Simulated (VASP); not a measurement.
# Sc3Al5N8 (Cm) in VASP: notebook, part 2 of 3

VASP 6.6.1. Earlier steps stand in the parts before.

## (3) Single point, PBE

This run uses another cell than the first one, of 12.12 Å³/atom.

INCAR reads:

```
SYSTEM = Sc3Al5N8
PREC = Accurate ; ENCUT = 520
EDIFF = 1E-6 ; ISMEAR = 0
SIGMA = 0.01 ; LREAL = Auto
LASPH = .True. ; NELM = 60
ALGO = Normal ; ISIF = 2
LWAVE = .False. ; LCHARG = .False.
GGA = PE ; NBANDS = 110
```

KPOINTS reads:

```
regular mesh
0
Gamma
  4 4 3
  0 0 0
```

POSCAR reads:

```
Sc3Al5N8
1.0
    6.6287892911     -0.0004208835     -0.0045248634
   -3.3147591414      5.7413312477      0.0000000000
   -0.0069223249     -0.0039966061     10.1899186150
Al Sc N
10 6 16
Direct
    0.3380037441      0.1683622387      0.7507629020
    0.1705895165      0.8352947583     -0.0121177718
    0.1680120706      0.8340060353      0.5095379531
    0.3380037441      0.6696415054      0.7507629020
    0.6684141599      0.3293493404     -0.0039259120
    0.8291037872      0.1645518936      0.2499742030
    0.6622744795      0.3328668774      0.5030146139
    0.6684141599      0.8390648195     -0.0039259120
    0.6622744795      0.8294076020      0.5030146139
    0.8265902518      0.6632951259      0.7488599928
    0.1653275002      0.3326637501     -0.0099738480
    0.3372413247      0.1615541884      0.2446253246
    0.1685368684      0.3342684342      0.4986047145
    0.3372413247      0.6756871363      0.2446253246
    0.8234966506      0.1617483253      0.7419950677
    0.8374965973      0.6687482987      0.2428641382
    0.1495319892      0.3247659946      0.2014433198
    0.3399665902      0.1536339758      0.4515630180
    0.1824477580      0.3412238790      0.7083834209
    0.3467998499      0.1597003888      0.9399287000
    0.1665768438      0.8332884219      0.1733614891
    0.3399665902      0.6863326144      0.4515630180
    0.1647812087      0.8323906043      0.6993214477
    0.3467998499      0.6870994611      0.9399287000
    0.6796338845      0.3252680671      0.1837068329
    0.8108912941      0.1554456470      0.4465370320
    0.6551058980      0.3441092766      0.6905067654
    0.8152545336      0.1576272668      0.9429329175
    0.6796338845      0.8543658174      0.1837068329
    0.8351801266      0.6675900633      0.4529855627
    0.6551058980      0.8109966214      0.6905067654
    0.8313031416      0.6656515708      0.9409258713
```

Potentials or basis: VASP PAW PBE potentials, release 64 (Al, Sc_sv, N).

Started as:

```bash
cat potpaw_PBE.64/Al/POTCAR potpaw_PBE.64/Sc_sv/POTCAR potpaw_PBE.64/N/POTCAR > POTCAR
mpirun -np 1 vasp_std > vasp.out
```

OUTCAR:

```text
SYSTEM = Sc3Al5N8
   PREC = Accurate
   ENCUT = 520
   EDIFF = 1E-6
   ISMEAR = 0
   LREAL = Auto
   LASPH = .True.
   NELM = 60
   ISIF = 2
   GGA = PE

 ion  position               nearest neighbor table
   1  0.338  0.168  0.751-  27 1.93  20 1.93  19 1.93  23 2.00   2 3.08  11 3.11   3 3.12   5 3.14
                             7 3.14  13 3.21  15 3.24  10 3.26   4 3.31   4 3.32  15 3.39
   2  0.171  0.835  0.988-  21 1.89  20 1.93  24 1.93  32 2.00   1 3.08   4 3.08  10 3.13  12 3.22
                            14 3.22  16 3.23   5 3.29   8 3.29  11 3.31  11 3.31   8 3.34   5 3.34
   3  0.168  0.834  0.510-  18 1.93  22 1.93  23 1.93  30 1.99   4 3.12   1 3.12  10 3.13  12 3.29
                            14 3.29   7 3.29   9 3.29  16 3.31  13 3.32  13 3.32   9 3.34   7 3.34
   4  0.338  0.670  0.751-  31 1.93  24 1.93  19 1.93  23 2.00   2 3.08  11 3.11   3 3.12   8 3.14
                             9 3.14  13 3.21  15 3.24  10 3.26   1 3.31   1 3.32  15 3.39
   5  0.668  0.329  0.996-  28 1.91  25 1.91  20 1.93  32 2.01   1 3.14  10 3.17  12 3.17  16 3.18
                            15 3.18   6 3.19   8 3.25  11 3.28   2 3.29   2 3.34  11 3.35
   6  0.829  0.165  0.250-  25 1.90  29 1.90  17 1.91  26 2.01   5 3.19   8 3.19  13 3.19   7 3.22
                             9 3.22  14 3.25  12 3.25  11 3.28  16 3.32  16 3.32  14 3.38  12 3.38
   7  0.662  0.333  0.503-  27 1.91  18 1.93  26 1.96  30 1.99  15 3.09   1 3.14  10 3.14   6 3.22
                            12 3.23  13 3.28  16 3.28   9 3.29   3 3.29   9 3.34   3 3.34  13 3.35
   8  0.668  0.839  0.996-  28 1.91  29 1.91  24 1.93  32 2.01   4 3.14  10 3.17  14 3.17  16 3.18
                            15 3.18   6 3.19   5 3.25  11 3.28   2 3.29   2 3.34  11 3.35
   9  0.662  0.829  0.503-  31 1.91  22 1.93  26 1.96  30 1.99  15 3.09   4 3.14  10 3.14   6 3.22
                            14 3.23  13 3.28  16 3.28   7 3.29   3 3.29   7 3.34   3 3.34  13 3.35
  10  0.827  0.663  0.749-  31 1.93  27 1.93  32 1.96  23 2.01   3 3.13   2 3.13   9 3.14   7 3.14
                             5 3.17   8 3.17   1 3.26   4 3.26  15 3.32  15 3.32
  11  0.165  0.333  0.990-  28 2.07  24 2.10  20 2.10  17 2.16   4 3.11   1 3.11  15 3.20  12 3.26
                            14 3.26   6 3.28   8 3.28   5 3.28   2 3.31   2 3.31   8 3.35   5 3.35
  12  0.337  0.162  0.245-  21 2.02  25 2.06  17 2.06  18 2.11   5 3.17   2 3.22  14 3.22   7 3.23
                            13 3.25   6 3.25  11 3.26  16 3.29   3 3.29  16 3.34   6 3.38  14 3.41
  13  0.169  0.334  0.499-  22 2.08  18 2.08  26 2.12  19 2.14  15 3.18   6 3.19   1 3.21   4 3.21
                            14 3.25  12 3.25   9 3.28   7 3.28   3 3.32   3 3.32   7 3.35   9 3.35
[... 256 lines left out ...]
 Free energy of the ion-electron system (eV)
  ---------------------------------------------------
  ext. energy  EPLUGINS =         0.00000000
  ---------------------------------------------------
  free energy    TOTEN  =      -253.76350427 eV

  energy without entropy =     -253.76350427  energy(sigma->0) =     -253.76350427

 E-fermi :   4.4705     XC(G=0): -10.6498

 val. band max:        4.3732439044   @ k =   0.2500   0.5000   0.0000
 cond. band min:       7.7220785609   @ k =   0.0000   0.0000   0.0000
 fundamental gap:      3.3488346565
 Fermi energy:         4.4704661946

 k-point     1 :       0.0000    0.0000    0.0000
  band No.  band energies     occupation
      1     -42.6830      2.00000
      2     -42.6727      2.00000
      3     -42.4264      2.00000
      4     -42.4016      2.00000
      5     -42.3521      2.00000
      6     -42.3349      2.00000
[... 1740 lines left out ...]
     99       9.3312      0.00000
    100       9.4744      0.00000
 [bands above 100 left out]

------------------------ aborting loop because EDIFF is reached ----------------------------------------

  FORCE on cell =-STRESS in cart. coord.  units (eV):
  Direction    XX          YY          ZZ          XY          YZ          ZX
  --------------------------------------------------------------------------------------
  -------------------------------------------------------------------------------------
  Total       -4.2895276     -4.2844357     -2.3541609     -0.0044097      0.0070059      0.0121332
  in kB      -17.7222437    -17.7012065     -9.7262489     -0.0182188      0.0289451      0.0501283
  external PRESSURE =     -15.0498997 kB  Pullay stress =       0.0000000 kB

 VOLUME and BASIS-vectors are now :
 -----------------------------------------------------------------------------
  energy-cutoff  :      520.00
  volume of cell :      387.79
      direct lattice vectors                 reciprocal lattice vectors
     6.628789291 -0.000420883 -0.004524863     0.150862734  0.087100640  0.000136648
    -3.314759141  5.741331248  0.000000000     0.000011106  0.174182044  0.000068324
    -0.006922325 -0.003996606 10.189918615     0.000066991  0.000038677  0.098136271

 POSITION                                       TOTAL-FORCE (eV/Angst)
 -----------------------------------------------------------------------------------
      1.67728      0.96348      7.64868        -0.003091     -0.000230      0.001572
     -1.64484      4.79168     10.06567         0.001982      0.001144      0.005467
     -1.65434      4.78620      5.19139         0.001907      0.001101     -0.002726
      0.01566      3.84149      7.64868        -0.001745     -0.002562      0.001572
      3.33217      1.88664     10.14689        -0.002147     -0.001574      0.000683
      4.94877      0.94340      2.54347        -0.000971     -0.000561     -0.002083
[... 24 lines left out ...]
      1.64952      4.65316      7.03324         0.001805     -0.058881     -0.013940
      3.29755      3.81762      9.58420         0.000502      0.000290     -0.003806
 -----------------------------------------------------------------------------------
    total drift:                               -0.001942     -0.001118      0.003864

  FREE ENERGIE OF THE ION-ELECTRON SYSTEM (eV)
  ---------------------------------------------------
  free  energy   TOTEN  =      -253.7635042703 eV

  energy  without entropy=     -253.7635042703  energy(sigma->0) =     -253.76350427
```

stdout:

```text
POSCAR found type information on POSCAR AlScN
 POSCAR found :  3 types and      32 ions
 scaLAPACK will be used
 LDA part: xc-table for (Slater+PW92), standard interpolation
 POSCAR, INCAR and KPOINTS ok, starting setup
 FFT: planning ... GRIDC
 FFT: planning ... GRID_SOFT
 FFT: planning ... GRID
 WAVECAR not read
 entering main loop
```

Run time: 36 min. Hardware: 1 thread of Oxide Virtual Turin-like, shared host; peak memory 0.71 GiB.

Results:

| Property | Result |
| --- | --- |
| Free energy | -253.7635 eV |
| Pressure | -1.5 GPa |
| Largest force | 0.079 eV/Å |
| Band gap on the k mesh | 3.35 eV (least direct gap 3.38 eV) |

Forces on the atoms (eV/Å):
```
Al  -0.003  0.000  0.002
Al   0.002  0.001  0.005
Al   0.002  0.001 -0.003
Al  -0.002 -0.003  0.002
Al  -0.002 -0.002  0.001
Al  -0.001 -0.001 -0.002
Al   0.004 -0.002  0.004
Al  -0.002 -0.001  0.001
Al   0.000  0.004  0.004
Al  -0.001  0.000  0.000
Sc   0.008  0.004  0.001
Sc   0.002  0.016  0.010
Sc  -0.008 -0.004 -0.004
Sc   0.014 -0.006  0.010
Sc   0.001  0.001 -0.021
Sc  -0.014 -0.008  0.019
N   -0.063 -0.036  0.014
N    0.053 -0.033  0.039
N    0.052  0.030  0.033
N    0.050 -0.029 -0.018
N   -0.004 -0.002 -0.079
N   -0.002  0.062  0.039
N    0.000  0.000 -0.002
N    0.000  0.058 -0.018
N    0.059 -0.031 -0.040
N   -0.046 -0.027 -0.022
N   -0.050  0.031 -0.014
N   -0.054 -0.031  0.046
N    0.002  0.067 -0.040
N    0.001  0.001  0.050
N    0.002 -0.059 -0.014
N    0.001  0.000 -0.004
```

Stress tensor (GPa, compression positive):
```
-1.77  0.00  0.01
 0.00 -1.77  0.00
 0.01  0.00 -0.97
```

Levels at points of the mesh, in eV from the valence-band top:
```csv
k point,band 84,band 85,band 86,band 87,band 88,band 89,band 90,band 91,band 92,band 93
"(0.00, 0.00, 0.00)",-0.21,-0.18,-0.16,-0.06,-0.03,3.35,3.69,3.86,3.92,4.08
"(0.50, 0.00, 0.00)",-0.23,-0.20,-0.16,-0.09,-0.06,3.78,3.92,4.03,4.19,4.37
"(0.00, 0.50, 0.00)",-0.25,-0.21,-0.13,-0.07,-0.02,3.72,3.93,4.07,4.19,4.31
```

## (4) Single point, PBE

INCAR reads:

```
  PREC = Accurate
  ENCUT = 520
  EDIFF = 1E-6
  ISMEAR = 0
  SIGMA = 0.01
  LREAL = Auto
  LASPH = True
  NELM = 60
  ALGO = Normal
  ISIF = 2
  LWAVE = False
  LCHARG = True
  GGA = PE
  LELF = True
  LVHAR = True
  NBANDS = 110
```

KPOINTS reads:

```
regular mesh
0
Gamma
  4 4 3
```

POSCAR reads:

```
Sc3Al5N8
1.0
    6.5958102399     -0.0004187896     -0.0045248634
   -3.2982678024      5.7127674106      0.0000000000
   -0.0068878855     -0.0039767225     10.1899186150
Al Sc N
10 6 16
Direct
    0.3378331773      0.1681805059      0.7507837211
    0.1704413652      0.8352206826     -0.0122012679
    0.1676526958      0.8338263479      0.5097794548
    0.3378331773      0.6696526714      0.7507837211
    0.6685198312      0.3298016410     -0.0038786939
    0.8290463774      0.1645231887      0.2500725436
    0.6623790504      0.3329099698      0.5031379321
    0.6685198312      0.8387181902     -0.0038786939
    0.6623790504      0.8294690807      0.5031379321
    0.8268283261      0.6634141630      0.7488886638
    0.1656709538      0.3328354769     -0.0093372884
    0.3373832505      0.1615586178      0.2451745542
    0.1680973513      0.3340486757      0.4989898410
    0.3373832505      0.6758246328      0.2451745542
    0.8234839733      0.1617419867      0.7426124398
    0.8376030218      0.6688015109      0.2434023687
    0.1497120729      0.3248560365      0.2014205926
    0.3398306072      0.1534711137      0.4515643852
    0.1823641583      0.3411820791      0.7080812965
    0.3469317149      0.1597809080      0.9394688720
    0.1666146955      0.8333073478      0.1728537859
    0.3398306072      0.6863594935      0.4515643852
    0.1646568351      0.8323284175      0.6992165890
    0.3469317149      0.6871508069      0.9394688720
    0.6796695654      0.3254840125      0.1833503676
    0.8105214505      0.1552607253      0.4458822829
    0.6551497005      0.3441119905      0.6901992987
    0.8154210730      0.1577105365      0.9430890682
    0.6796695654      0.8541855529      0.1833503676
    0.8351721959      0.6675860980      0.4530572135
    0.6551497005      0.8110377099      0.6901992987
    0.8313196591      0.6656598295      0.9405915422
```

Started as:

```bash
cat potpaw_PBE.64/Al/POTCAR potpaw_PBE.64/Sc_sv/POTCAR potpaw_PBE.64/N/POTCAR > POTCAR
mpirun -np 1 vasp_std > vasp.out
```

Wall time 67 min (1 thread of Oxide Virtual Turin-like, shared host); peak memory 0.69 GiB.

The run converged. Its results:

* Free energy: -253.7809 eV
* Pressure: 0.2 GPa
* Largest force: 0.082 eV/Å
* Band gap on the k mesh: 3.40 eV (least direct gap 3.46 eV)

Forces on the atoms (eV/Å):
```
Al  -0.003  0.000  0.003
Al   0.003  0.002  0.003
Al   0.000  0.000 -0.003
Al  -0.002 -0.003  0.003
Al  -0.003 -0.001  0.000
Al   0.001  0.001  0.000
Al   0.003 -0.003  0.004
Al  -0.003 -0.002  0.000
Al  -0.001  0.004  0.004
Al   0.000  0.000 -0.002
Sc   0.009  0.005  0.000
Sc   0.000  0.014  0.010
Sc  -0.007 -0.004 -0.001
Sc   0.012 -0.007  0.010
Sc   0.001  0.001 -0.021
Sc  -0.011 -0.007  0.019
N   -0.063 -0.037  0.014
N    0.053 -0.033  0.040
N    0.053  0.031  0.034
N    0.051 -0.029 -0.018
N   -0.004 -0.002 -0.082
N   -0.002  0.063  0.040
N   -0.001 -0.001 -0.001
N    0.000  0.058 -0.018
N    0.060 -0.031 -0.041
N   -0.047 -0.027 -0.023
N   -0.051  0.032 -0.014
N   -0.055 -0.032  0.047
N    0.003  0.067 -0.041
N    0.002  0.001  0.052
N    0.002 -0.060 -0.014
N    0.000  0.000 -0.002
```

Levels at points of the mesh, in eV from the valence-band top:
```csv
k point,band 86,band 87,band 88,band 89,band 90,band 91
"(0.00, 0.00, 0.00)",-0.15,-0.06,-0.06,3.40,3.71,3.88
"(0.50, 0.00, 0.00)",-0.18,-0.10,-0.05,3.82,3.94,4.06
"(0.00, 0.50, 0.00)",-0.13,-0.06,-0.02,3.74,3.95,4.10
```

A k mesh can miss the band edges.

[end of part 2 of 3]
